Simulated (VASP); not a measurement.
# SiNi3 (Pm-3m) in VASP: further runs, part 2 of 2

VASP 6.6.1.

### Step 3. Single point, PBE (equal strain along all axes, cell held: -4.5 %)

The input, INCAR:

```
SYSTEM = SiNi3
ALGO     = Normal         ! electronic algorithm
EDIFF    = 1E-6           ! SCF threshold, eV
ENCUT    = 520            ! plane-wave cutoff, eV
GGA      = PE             ! functional
ISIF     = 2              ! what is computed and relaxed
ISMEAR   = 0              ! smearing method
LASPH    = .TRUE.         ! aspherical terms in the spheres
LCHARG   = .FALSE.        ! write CHGCAR
LREAL    = .FALSE.        ! projectors in reciprocal space
LWAVE    = .FALSE.        ! write WAVECAR
NBANDS   = 25             ! bands
NELM     = 100            ! most SCF steps
PREC     = Accurate       ! precision mode
SIGMA    = 0.1            ! smearing width, eV
```

The input, KPOINTS:

```
k-points
0
G
  14 14 14
  0 0 0
```

The input, POSCAR:

```
SiNi3
1.0
    3.3484779640      0.0000000000      0.0000000000
    0.0000000000      3.3484779640      0.0000000000
    0.0000000000      0.0000000000      3.3484779640
Si Ni
1 3
Direct
    0.0000000000      0.0000000000      0.0000000000
    0.0000000000      0.5000000000      0.5000000000
    0.5000000000      0.0000000000      0.5000000000
    0.5000000000      0.5000000000      0.0000000000
```

Potentials or basis: VASP PAW PBE potentials, release 64 (Si, Ni).

The run is started by

```
cat potpaw_PBE.64/Si/POTCAR potpaw_PBE.64/Ni/POTCAR > POTCAR
mpirun -np 1 vasp_std > vasp.out
```

OUTCAR:

```text
SYSTEM = SiNi3
   EDIFF = 1E-6
   ENCUT = 520
   GGA = PE
   ISIF = 2
   ISMEAR = 0
   LASPH = .TRUE.
   LREAL = .FALSE.
   NELM = 100
   PREC = Accurate

 ion  position               nearest neighbor table
   1  0.000  0.000  0.000-   2 2.37   3 2.37   4 2.37   2 2.37   3 2.37   2 2.37   4 2.37   2 2.37
                             3 2.37   4 2.37   3 2.37   4 2.37
   2  0.000  0.500  0.500-   1 2.37   3 2.37   4 2.37   1 2.37   4 2.37   1 2.37   3 2.37   1 2.37
                             3 2.37   4 2.37   4 2.37   3 2.37
   3  0.500  0.000  0.500-   1 2.37   2 2.37   4 2.37   1 2.37   4 2.37   2 2.37   4 2.37   4 2.37
                             1 2.37   2 2.37   1 2.37   2 2.37
   4  0.500  0.500  0.000-   1 2.37   2 2.37   3 2.37   2 2.37   3 2.37   1 2.37   3 2.37   3 2.37
                             1 2.37   2 2.37   2 2.37   1 2.37

  LATTYP: Found a simple cubic cell.
 ALAT       =     3.3484779640

  Lattice vectors:

 A1 = (   3.3484779640,   0.0000000000,   0.0000000000)
 A2 = (   0.0000000000,   3.3484779640,   0.0000000000)
 A3 = (   0.0000000000,   0.0000000000,   3.3484779640)

Analysis of symmetry for initial positions (statically):
[... 174 lines left out ...]
  free energy    TOTEN  =       -23.06821498 eV

  energy without entropy =      -23.05928270  energy(sigma->0) =      -23.06374884

 E-fermi :  12.8728     XC(G=0): -13.8755

 val. band max:       12.8640413363   @ k =   0.0714   0.0714   0.0714
 cond. band min:      12.8773003932   @ k =   0.4286   0.4286   0.3571
 fundamental gap:      0.0132590569
 Fermi energy:        12.8727834377

 k-point     1 :       0.0000    0.0000    0.0000
  band No.  band energies     occupation
      1      -0.2046      2.00000
      2       7.0320      2.00000
      3       7.9159      2.00000
      4       7.9159      2.00000
      5       8.5358      2.00000
      6       8.5358      2.00000
[... 661 lines left out ...]
     24      23.3602      0.00000
     25      24.0386      0.00000

 [... further k-points ...]
[... 5 lines left out ...]
  --------------------------------------------------------------------------------------
  -------------------------------------------------------------------------------------
  Total        9.5081063      9.5081063      9.5081063     -0.0000000     -0.0000000      0.0000000
  in kB      405.7534991    405.7534991    405.7534991     -0.0000000     -0.0000000      0.0000000
  external PRESSURE =     405.7534991 kB  Pullay stress =       0.0000000 kB

 VOLUME and BASIS-vectors are now :
 -----------------------------------------------------------------------------
  energy-cutoff  :      520.00
  volume of cell :       37.54
      direct lattice vectors                 reciprocal lattice vectors
     3.348477964  0.000000000  0.000000000     0.298643148  0.000000000  0.000000000
     0.000000000  3.348477964  0.000000000     0.000000000  0.298643148  0.000000000
     0.000000000  0.000000000  3.348477964     0.000000000  0.000000000  0.298643148

 POSITION                                       TOTAL-FORCE (eV/Angst)
 -----------------------------------------------------------------------------------
      0.00000      0.00000      0.00000         0.000000      0.000000      0.000000
      0.00000      1.67424      1.67424         0.000000      0.000000      0.000000
      1.67424      0.00000      1.67424         0.000000      0.000000      0.000000
      1.67424      1.67424      0.00000         0.000000      0.000000      0.000000
 -----------------------------------------------------------------------------------
    total drift:                                0.000000      0.000000      0.000000

  FREE ENERGIE OF THE ION-ELECTRON SYSTEM (eV)
  ---------------------------------------------------
  free  energy   TOTEN  =       -23.0682149759 eV

  energy  without entropy=      -23.0592827007  energy(sigma->0) =      -23.06374884
```

Run time: 48 s. Hardware: 1 thread of Intel Xeon 6975P-C (Granite Rapids), shared host; peak memory 0.23 GiB.

What came out:

* Free energy: -23.0682 eV
* Pressure: 40.6 GPa
* Band gap on the k mesh: zero (band 17 reaches 12.93 eV, above the bottom of band 18 at 12.63 eV)

Caveat: the cell differs from its parent crystal (equal strain along all axes, cell held: -4.5 %). Spin polarisation is off, so any magnetic state and its effect on volume and gap are missing.

### Step 4. Single point, PBE (equal strain along all axes, cell held: -3.0 %)

The input, INCAR:

```
ALGO = Normal
EDIFF = 1E-6
ENCUT = 520
GGA = PE
ISIF = 2
ISMEAR = 0
LASPH = T
LCHARG = T
LELF = T
LREAL = F
LVHAR = T
LWAVE = F
NBANDS = 25
NELM = 60
PREC = Accurate
SIGMA = 0.1
```

The input, KPOINTS:

```
k-points
0
Gamma
  14 14 14
```

The input, POSCAR:

```
SiNi3
1.0
    3.4010718587      0.0000000000      0.0000000000
    0.0000000000      3.4010718587      0.0000000000
    0.0000000000      0.0000000000      3.4010718587
Si Ni
1 3
Direct
    0.0000000000      0.0000000000      0.0000000000
    0.0000000000      0.5000000000      0.5000000000
    0.5000000000      0.0000000000      0.5000000000
    0.5000000000      0.5000000000      0.0000000000
```

The run is started by

```
cat potpaw_PBE.64/Si/POTCAR potpaw_PBE.64/Ni/POTCAR > POTCAR
mpirun -np 1 vasp_std > vasp.out
```

Run time: 51 s. Hardware: 1 thread of Intel Xeon 6975P-C (Granite Rapids), shared host; peak memory 0.22 GiB.

Results (log left out):

- Free energy: -23.4269 eV
- Pressure: 24.0 GPa
- Band gap on the k mesh: zero (band 17 reaches 12.13 eV, above the bottom of band 18 at 11.86 eV)

Levels at points of the mesh, in eV from the Fermi level:
```csv
k point,band 13,band 14,band 15,band 16,band 17,band 18,band 19,band 20,band 21,band 22
"(0.00, 0.00, 0.00)",-1.00,-0.71,-0.71,-0.33,0.04,0.04,0.04,5.72,6.77,6.77
"(0.50, 0.00, 0.00)",-1.49,-1.48,-1.31,-0.63,0.05,3.97,3.97,5.50,5.50,5.91
"(0.50, 0.50, 0.00)",-1.64,-1.63,-1.26,-1.16,-1.08,0.75,0.75,6.18,6.80,8.02
"(0.50, 0.50, 0.50)",-1.66,-1.42,-1.42,-0.58,-0.23,-0.23,-0.23,1.63,4.44,4.44
```

Caveat: the cell differs from its parent crystal (equal strain along all axes, cell held: -3.0 %). Spin polarisation is off, so any magnetic state and its effect on volume and gap are missing.

### Step 5. Single point, PBE (equal strain along all axes, cell held: -1.5 %)

The input, INCAR:

```
SYSTEM = SiNi3
  PREC = Accurate
  ENCUT = 520
  EDIFF = 1E-7
  ISMEAR = 0
  SIGMA = 0.1
  LREAL = .False.
  LASPH = .True.
  NELM = 100
  ALGO = Normal
  ISIF = 2
  LWAVE = .False.
  LCHARG = .False.
  GGA = PE
  NBANDS = 25
```

The input, KPOINTS:

```
regular mesh
0
Gamma
  14 14 14
  0 0 0
```

The input, POSCAR:

```
SiNi3
1.0
    3.4536657535      0.0000000000      0.0000000000
    0.0000000000      3.4536657535      0.0000000000
    0.0000000000      0.0000000000      3.4536657535
Si Ni
1 3
Direct
    0.0000000000      0.0000000000      0.0000000000
    0.0000000000      0.5000000000      0.5000000000
    0.5000000000      0.0000000000      0.5000000000
    0.5000000000      0.5000000000      0.0000000000
```

The run is started by

```
cat potpaw_PBE.64/Si/POTCAR potpaw_PBE.64/Ni/POTCAR > POTCAR
mpirun -np 1 vasp_std > vasp.out
```

It took 48 s on 1 thread of Intel Xeon 6975P-C (Granite Rapids), shared host; peak memory 0.23 GiB.

It converged, with:

```
Free energy            : -23.6247 eV
Pressure               : 10.7 GPa
Band gap on the k mesh : zero (band 17 reaches 11.39 eV, above the bottom of band 18 at 11.13 eV)
```

Levels at points of the mesh, in eV from the Fermi level:
```tsv
k point	band 13	band 14	band 15	band 16	band 17	band 18	band 19	band 20	band 21	band 22
(0.00, 0.00, 0.00)	-0.94	-0.66	-0.66	-0.31	0.04	0.04	0.04	5.26	6.54	6.54
(0.50, 0.00, 0.00)	-1.40	-1.38	-1.22	-0.59	0.04	3.78	3.78	5.38	5.38	5.55
(0.50, 0.50, 0.00)	-1.53	-1.52	-1.18	-1.08	-1.01	0.70	0.70	5.87	6.56	7.84
(0.50, 0.50, 0.50)	-1.55	-1.32	-1.32	-0.48	-0.22	-0.22	-0.22	1.41	4.22	4.22
```

Caveat: the cell differs from its parent crystal (equal strain along all axes, cell held: -1.5 %).

### Step 6. Summary

```csv
cell,gap on the mesh (eV),pressure (GPa)
"a = 3.664 Å, 4 atoms",none,-20.3
"a = 3.348 Å, 4 atoms",none,40.6
"a = 3.401 Å, 4 atoms",none,24.0
"a = 3.454 Å, 4 atoms",none,10.7
```

Alike in all rows: task single point; level PBE; potentials or basis VASP PAW PBE potentials, release 64 (Si, Ni); no spin polarisation; k mesh 14 × 14 × 14; cutoff (eV) 520; smearing gaussian 0.1 eV.

Absolute energies hang on the potentials; compare differences alone.
